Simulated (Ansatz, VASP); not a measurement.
## One calculation of BaTiO3, two programs

```
CELL_PARAMETERS angstrom
3.99514 0.00000 0.00000
0.00000 2.84248 2.84801
0.00000 -2.84248 2.84801
ATOMIC_POSITIONS crystal
Ba 0.00000 0.00441 0.00441
Ti 0.50000 0.51358 0.51358
O 0.00000 0.57372 0.57372
O 0.50000 0.49543 0.98809
O 0.50000 0.98809 0.49543
```

Alike in both runs: task single point; functional r2SCAN; k mesh 6 × 6 × 6; occupations gaussian, width 0.05 eV; no spin polarisation; Hubbard terms Ti d U = 4.0 eV.

|  | VASP | Ansatz |
| --- | --- | --- |
| version | VASP 6.6.1 | Ansatz 0.2.0 |
| potentials or method | VASP PAW PBE potentials, release 64 (Ba_sv, Ti_sv, O), cutoff 520 eV | scalar-relativistic, plane waves, PAW |
| valence electrons in the cell | 40 | 40 |

|  | VASP | Ansatz | Ansatz less VASP |
| --- | --- | --- | --- |
| gap on the k mesh at the Fermi level (eV) | 2.59 | 2.59 | +0.003 |
| least direct gap on the mesh (eV) | 2.95 | 2.92 | -0.034 |
| pressure (GPa) | 5.6 | 1.5 | -4.02 |
| traceless stress, the component that is largest in VASP (GPa) | 0.82 | 0.16 | -0.658 |
| rms of the force components (eV/Å) | 1.031 | 0.914 | -0.1175 |

VASP's potentials were made for PBE, not for r2SCAN. The programs project onto different local orbitals, so the same U acts differently, and such runs can settle in different states. Atom by atom the forces differ by 0.222 eV/Å (rms over components).

Neither program's run includes spin-orbit coupling.
